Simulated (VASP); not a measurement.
# ZnS (F222) in VASP: further runs

ZnS is run at these levels: PBE; tasks: single point.

All numbers are computed with VASP 6.6.1; they aren't measurements. Logs are shortened: lines on timing, memory, paths and dates and some standing lists are left out, and cuts for length are marked.

## 1. The cell of the first run

Symmetry: F222, No. 22, orthorhombic system. Conventional cell: a = 5.247 Å, b = 5.409 Å, c = 5.572 Å, α = 90.00°, β = 90.00°, γ = 90.00°. Within 3.1 Å of Zn (site symmetry 222) lie 4 S at 2.34 Å. Within 3.1 Å of S (site symmetry 222) lie 4 Zn at 2.34 Å.

## 2. Single point, PBE (strain +0.0300 x Voigt [1, -1, 0, 0, 0, 0])

Contents of INCAR:

```
PREC = Accurate
ENCUT = 520
EDIFF = 1E-6
ISMEAR = 0
SIGMA = 0.05
LREAL = F
LASPH = T
NELM = 100
ALGO = Normal
ISIF = 2
LWAVE = F
LCHARG = F
GGA = PE
NBANDS = 16
```

Contents of KPOINTS:

```
Automatic mesh
0
Gamma
  10 10 10
```

Contents of POSCAR:

```
ZnS
1.0
    0.0000000000      2.6235105000      2.7046500000
    2.7857895000      0.0000000000      2.7046500000
    2.7857895000      2.6235105000      0.0000000000
Zn S
1 1
Direct
    0.0000000000      0.0000000000      0.0000000000
    0.7500000000      0.7500000000      0.7500000000
```

Potentials or basis: VASP PAW PBE potentials, release 64 (Zn, S).

Run with:

```
$ cat potpaw_PBE.64/Zn/POTCAR potpaw_PBE.64/S/POTCAR > POTCAR
$ mpirun -np 1 vasp_std > vasp.out
```

OUTCAR:

```text
PREC = Accurate
   ENCUT = 520
   EDIFF = 1E-6
   ISMEAR = 0
   LREAL = F
   LASPH = T
   NELM = 100
   ISIF = 2
   GGA = PE

 ion  position               nearest neighbor table
   1  0.000  0.000  0.000-   2 2.34   2 2.34   2 2.34   2 2.34
   2  0.750  0.750  0.750-   1 2.34   1 2.34   1 2.34   1 2.34

  LATTYP: Found a face centered orthorhombic cell.
 ALAT       =     5.2470210000
 B/A-ratio  =     1.0309278351
 C/A-ratio  =     1.0618556701

  Lattice vectors:

 A1 = (  -2.7857895000,   0.0000000000,  -2.7046500000)
 A2 = (  -2.7857895000,   2.6235105000,   0.0000000000)
 A3 = (   0.0000000000,   2.6235105000,  -2.7046500000)

Analysis of symmetry for initial positions (statically):
=====================================================================
 Subroutine PRICEL returns:
 Original cell was already a primitive cell.

 Routine SETGRP: Setting up the symmetry group for a
 face centered orthorhombic supercell.

 Subroutine GETGRP returns: Found  4 space group operations
 (whereof  4 operations were pure point group operations)
 out of a pool of  8 trial point group operations.

The static configuration has the point symmetry D_2 .

Analysis of symmetry for dynamics (positions and initial velocities):
=====================================================================
 Subroutine PRICEL returns:
 Original cell was already a primitive cell.

 Routine SETGRP: Setting up the symmetry group for a
 face centered orthorhombic supercell.

 Subroutine GETGRP returns: Found  4 space group operations
 (whereof  4 operations were pure point group operations)
 out of a pool of  8 trial point group operations.

The dynamic configuration has the point symmetry D_2 .

 Subroutine INISYM returns: Found  4 space group operations
 (whereof  4 operations are pure point group operations),
 and found     1 'primitive' translations

----------------------------------------------------------------------------------------

                                     Primitive cell

  volume of cell :      39.5341

  direct lattice vectors                    reciprocal lattice vectors
     0.000000000  2.623510500  2.704650000    -0.179482333  0.190584333  0.184866803
     2.785789500  0.000000000  2.704650000     0.179482333 -0.190584333  0.184866803
     2.785789500  2.623510500  0.000000000     0.179482333  0.190584333 -0.184866803

  length of vectors
     3.768015256  3.882750927  3.826673553     0.320487178  0.320487178  0.320487178

  position of ions in fractional coordinates (direct lattice)
     0.000000000  0.000000000  0.000000000
     0.750000000  0.750000000  0.750000000

  ion indices of the primitive-cell ions
   primitive index   ion index
                 1           1
                 2           2

----------------------------------------------------------------------------------------

 KPOINTS: Automatic mesh

Automatic generation of k-mesh.
 Grid dimensions read from file:
 generate k-points for:   10   10   10

 Generating k-lattice:

  Cartesian coordinates                     Fractional coordinates (reciprocal lattice)
    -0.017948233  0.019058433  0.018486680     0.100000000  0.000000000  0.000000000
     0.017948233 -0.019058433  0.018486680     0.000000000  0.100000000  0.000000000
     0.017948233  0.019058433 -0.018486680     0.000000000  0.000000000  0.100000000

  Length of vectors
     0.032048718  0.032048718  0.032048718

  Shift w.r.t. Gamma in fractional coordinates (k-lattice)
     0.000000000  0.000000000  0.000000000

 Subroutine IBZKPT returns following result:
 ===========================================

 Found    171 irreducible k-points:

 Following reciprocal coordinates:
            Coordinates               Weight
  0.000000  0.000000  0.000000      1.000000
  0.100000  0.000000  0.000000      8.000000
  0.200000  0.000000  0.000000      8.000000
  0.300000  0.000000  0.000000      8.000000
  0.400000  0.000000  0.000000      8.000000
  0.500000 -0.000000  0.000000      4.000000
[... 16 lines left out ...]
  0.300000  0.300000  0.000000      2.000000
  0.400000  0.300000 -0.000000      8.000000
 [... further k-points ...]
   k-points           NKPTS =    171   k-points in BZ     NKDIM =    171   number of bands    NBANDS=     16
   number of dos      NEDOS =    301   number of ions     NIONS =      2
   total plane-waves  NPLWV =  23520
   dimension x,y,z NGX =    28 NGY =   30 NGZ =   28
   dimension x,y,z NGXF=    56 NGYF=   60 NGZF=   56
   ions per type =               1   1
   NGX,Y,Z   is equivalent  to a cutoff of  12.35, 12.84, 12.16 a.u.
   NGXF,Y,Z  is equivalent  to a cutoff of  24.71, 25.69, 24.33 a.u.
 SYSTEM =  unknown system
   PREC   = accura    normal or accurate (medium, high low for compatibility)
   ISTART =      0    job   : 0-new  1-cont  2-samecut
   ICHARG =      2    charge: 1-file 2-atom 10-const
   ISPIN  =      1    spin polarized calculation?
   LNONCOLLINEAR =      F non collinear calculations
   LSORBIT =      F    spin-orbit coupling
   LASPH  =      T    aspherical Exc in radial PAW
   ENCUT  =  520.0 eV  38.22 Ry    6.18 a.u.   7.01  7.22  7.12*2*pi/ulx,y,z
   NELM   =    100;   NELMIN=  2; NELMDL= -5     # of ELM steps
   EDIFF  = 0.1E-05   stopping-criterion for ELM
   LREAL  =      F    real-space projection
   EDIFFG = 0.1E-04   stopping-criterion for IOM
   NSW    =      0    number of steps for IOM
   IBRION =     -1    ionic relax: 0-MD 1-quasi-New 2-CG
   NFREE  =      0    steps in history (QN), initial steepest desc. (CG)
   ISIF   =      2    stress and relaxation
   ISYM   =      2    0-nonsym 1-usesym 2-fastsym
   POTIM  = 0.5000    time-step for ionic-motion
   TEBEG  =    0.0;   TEEND  =   0.0 temperature during run
   PSTRESS=    0.0 pullay stress
   NELECT =      18.0000    total number of electrons
   NUPDOWN=      -1.0000    fix difference up-down
   EMIN   =  10.00;   EMAX   =-10.00  energy-range for DOS
   EFERMI =   0.00;   METHOD = LEGACY
   ISMEAR =     0;   SIGMA  =   0.05  broadening in eV -4-tet -1-fermi 0-gaus
   EFERMI_NEDOS =   21; number of points for ismear=-14 and -15
   IALGO  =     38    algorithm
   IMIX   =      4    mixing-type and parameters
     AMIX     =   0.40;   BMIX     =  1.00
     AMIX_MAG =   1.60;   BMIX_MAG =  1.00
  volume/ion in A,a.u.               =      19.77       133.39
  Fermi-wavevector in a.u.,A,eV,Ry     =   1.259433  2.379983 21.581161  1.586171
  Thomas-Fermi vector in A             =   2.392993
   LORBIT       =      0    0 simple, 1 ext, 2 COOP (PROOUT), +10 PAW based schemes
   GGA     = PE    functional components
   LHFCALC =     F    Hartree Fock is set to
   AEXX    =    0.0000 exact exchange contribution
   IVDW    =     0    specifies the selected vdW correction
   LEPSILON=     F    determine dielectric tensor
   LRPA    =     F    only Hartree local field effects (RPA)
 non-spin polarized calculation
 Gauss-broadening in eV      SIGMA  =   0.05
  energy-cutoff  :      520.00
  volume of cell :       39.53
 maximum number of plane-waves:      1078
   NGX = 13   NGY = 15   NGZ = 15

 number of electron      18.0000010 magnetization

 Free energy of the ion-electron system (eV)
  ---------------------------------------------------
  ext. energy  EPLUGINS =         0.00000000
  ---------------------------------------------------
  free energy    TOTEN  =        -6.83927810 eV

  energy without entropy =       -6.83927810  energy(sigma->0) =       -6.83927810

 E-fermi :   2.4061     XC(G=0):  -9.6235

 val. band max:        2.1827758816   @ k =   0.0000   0.0000   0.0000
 cond. band min:       4.1805895039   @ k =   0.0000   0.0000   0.0000
 fundamental gap:      1.9978136223
 Fermi energy:         2.4061488728

 k-point     1 :       0.0000    0.0000    0.0000
  band No.  band energies     occupation
      1     -11.0333      2.00000
      2      -4.2584      2.00000
      3      -4.2386      2.00000
      4      -4.2229      2.00000
      5      -3.7561      2.00000
      6      -3.7416      2.00000
[... 8 lines left out ...]
     15      13.9430      0.00000
     16      14.2814      0.00000

 k-point     2 :       0.1000    0.0000    0.0000
  band No.  band energies     occupation
      1     -10.9579      2.00000
      2      -4.2513      2.00000
      3      -4.2299      2.00000
      4      -4.2118      2.00000
      5      -3.7561      2.00000
      6      -3.7438      2.00000
[... 8 lines left out ...]
     15      13.7157      0.00000
     16      14.5662      0.00000

 k-point     3 :       0.2000    0.0000    0.0000
  band No.  band energies     occupation
      1     -10.7497      2.00000
      2      -4.2303      2.00000
      3      -4.2012      2.00000
      4      -4.1772      2.00000
      5      -3.7524      2.00000
      6      -3.7469      2.00000
[... 8 lines left out ...]
     15      13.1761      0.00000
     16      14.7071      0.00000

 k-point     4 :       0.3000    0.0000    0.0000
  band No.  band energies     occupation
      1     -10.4670      2.00000
      2      -4.1779      2.00000
      3      -4.1485      2.00000
      4      -4.1239      2.00000
      5      -3.7437      2.00000
      6      -3.7383      2.00000
[... 8 lines left out ...]
     15      13.3807      0.00000
     16      14.1883      0.00000
[... 324 lines left out ...]
 k-point    22 :      -0.2000    0.2000    0.0000
  band No.  band energies     occupation
      1     -10.3712      2.00000
      2      -4.1521      2.00000
      3      -4.1397      2.00000
      4      -4.1009      2.00000
      5      -3.7680      2.00000
      6      -3.7111      2.00000
[... 8 lines left out ...]
     15      14.9530      0.00000
     16      16.6963      0.00000

 k-point    23 :       0.3000    0.3000    0.0000
  band No.  band energies     occupation
      1     -10.2766      2.00000
      2      -4.2895      2.00000
      3      -4.0721      2.00000
      4      -4.0140      2.00000
      5      -3.7803      2.00000
      6      -3.6981      2.00000
[... 8 lines left out ...]
     15      14.7822      0.00000
     16      18.9056      0.00000

 k-point    24 :       0.4000    0.3000   -0.0000
  band No.  band energies     occupation
      1     -10.0753      2.00000
      2      -4.2561      2.00000
      3      -4.0250      2.00000
      4      -3.9637      2.00000
      5      -3.7328      2.00000
      6      -3.6835      2.00000
[... 8 lines left out ...]
     15      15.3201      0.00000
     16      17.8027      0.00000

 [... further k-points ...]

------------------------ aborting loop because EDIFF is reached ----------------------------------------

  FORCE on cell =-STRESS in cart. coord.  units (eV):
  Direction    XX          YY          ZZ          XY          YZ          ZX
  --------------------------------------------------------------------------------------
  -------------------------------------------------------------------------------------
  Total        0.0658525      0.6621270      0.4112001      0.0000000      0.0000000      0.0000000
  in kB        2.6687666     26.8336459     16.6644758      0.0000000      0.0000000      0.0000000
  external PRESSURE =      15.3889628 kB  Pullay stress =       0.0000000 kB

 VOLUME and BASIS-vectors are now :
 -----------------------------------------------------------------------------
  energy-cutoff  :      520.00
  volume of cell :       39.53
      direct lattice vectors                 reciprocal lattice vectors
     0.000000000  2.623510500  2.704650000    -0.179482333  0.190584333  0.184866803
     2.785789500  0.000000000  2.704650000     0.179482333 -0.190584333  0.184866803
     2.785789500  2.623510500  0.000000000     0.179482333  0.190584333 -0.184866803

 POSITION                                       TOTAL-FORCE (eV/Angst)
 -----------------------------------------------------------------------------------
      0.00000      0.00000      0.00000         0.000000      0.000000      0.000000
      4.17868      3.93527      4.05697        -0.000000     -0.000000     -0.000000
 -----------------------------------------------------------------------------------
    total drift:                               -0.000005     -0.000004     -0.000003

  FREE ENERGIE OF THE ION-ELECTRON SYSTEM (eV)
  ---------------------------------------------------
  free  energy   TOTEN  =        -6.8392780957 eV

  energy  without entropy=       -6.8392780957  energy(sigma->0) =       -6.83927810
```

It took 2.3 min on 1 thread of Intel Xeon 8259CL, shared host; peak memory 0.24 GiB.

Results:

| Quantity | Value |
| --- | --- |
| Free energy | -6.8393 eV |
| Pressure | 1.5 GPa |
| Band gap on the k mesh | 2.00 eV |

Stress tensor (GPa, compression positive):
```
0.27 0.00 0.00
0.00 2.68 0.00
0.00 0.00 1.67
```

Caveat: the cell differs from its parent crystal (strain +0.0300 x Voigt [1, -1, 0, 0, 0, 0]).

## 3. Single point, PBE (strain +0.0350 x Voigt [1, -1, 0, 0, 0, 0])

Contents of INCAR:

```
PREC = Accurate ; ENCUT = 520
EDIFF = 1E-6 ; ISMEAR = 0
SIGMA = 0.05 ; LREAL = F
LASPH = T ; NELM = 60
ALGO = Normal ; ISIF = 2
LWAVE = F ; LCHARG = F
GGA = PE ; NBANDS = 16
```

KPOINTS is that of step 2.

Contents of POSCAR:

```
ZnS
1.0
    0.0000000000      2.6099872500      2.7046500000
    2.7993127500      0.0000000000      2.7046500000
    2.7993127500      2.6099872500      0.0000000000
Zn S
1 1
Direct
    0.0000000000      0.0000000000      0.0000000000
    0.7500000000      0.7500000000      0.7500000000
```

Potentials or basis: VASP PAW PBE potentials, release 64 (Zn, S).

Run with:

```
$ cat potpaw_PBE.64/Zn/POTCAR potpaw_PBE.64/S/POTCAR > POTCAR
$ mpirun -np 1 vasp_std > vasp.out
```

It took 1.9 min on 1 thread of Intel Xeon 8259CL, shared host; peak memory 0.24 GiB.

Results (log left out):

- Free energy: -6.8359 eV
- Pressure: 1.5 GPa
- Band gap on the k mesh: 1.98 eV

Stress tensor (GPa, compression positive):
```
0.04 0.00 0.00
0.00 2.86 0.00
0.00 0.00 1.71
```

Levels at points of the mesh, in eV from the valence-band top:
```csv
k point,band 6,band 7,band 8,band 9,band 10,band 11,band 12,band 13
"(0.00, 0.00, 0.00)",-5.94,-0.25,-0.10,0.00,1.98,6.31,6.31,6.32
"(0.50, 0.00, 0.00)",-5.75,-5.37,-1.14,-0.81,3.14,6.60,7.12,8.77
"(0.50, 0.50, 0.00)",-5.73,-4.65,-2.38,-2.23,3.31,3.99,10.81,11.41
"(0.50, 0.00, 0.50)",-5.68,-4.45,-2.53,-2.46,3.14,3.63,11.22,11.59
"(0.00, 0.50, 0.50)",-5.79,-4.85,-2.17,-2.09,3.49,4.30,10.45,11.73
```

Caveat: the cell differs from its parent crystal (strain +0.0350 x Voigt [1, -1, 0, 0, 0, 0]).
